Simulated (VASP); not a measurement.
A run of VASP 6.6.1:

The input INCAR:

```
SYSTEM = ZrRh3
PREC = Accurate ; ENCUT = 600
EDIFF = 1E-6 ; ISMEAR = -1
SIGMA = 0.05 ; LREAL = .FALSE.
LASPH = .TRUE. ; NELM = 100
ALGO = Normal ; ISIF = 3
LWAVE = .FALSE. ; LCHARG = .FALSE.
IBRION = 2 ; NSW = 80
EDIFFG = -0.02
```

KPOINTS

```
regular mesh
0
G
  5 5 5
  0 0 0
```

POSCAR

```
ZrRh3
1.0
    3.8765364624      0.0000000000      0.0000000000
    0.0000000000      3.8765364624      0.0000000000
    0.0000000000      0.0000000000      3.8765364624
Zr Rh
1 3
Direct
    0.0000000000      0.0000000000      0.0000000000
    0.0000000000      0.5000000000      0.5000000000
    0.5000000000      0.0000000000      0.5000000000
    0.5000000000      0.5000000000      0.0000000000
```

Potentials or basis: VASP PAW LDA potentials, release 64 (Zr_sv, Rh_pv).

The run is started by

```bash
$ cat potpaw_LDA.64/Zr_sv/POTCAR potpaw_LDA.64/Rh_pv/POTCAR > POTCAR
$ mpirun -np 1 vasp_std > vasp.out
```

Hardware: 1 thread of Intel(R) Xeon(R) 6975P-C (Granite Rapids), on a shared host.

Question: Estimate the wall time of this run.

Answer: Wall time 19 s on 1 thread of Intel(R) Xeon(R) 6975P-C (Granite Rapids), with other jobs on the host, peak memory 0.17 GiB. Counts: scf iterations 27, k points 10, ion steps 3.
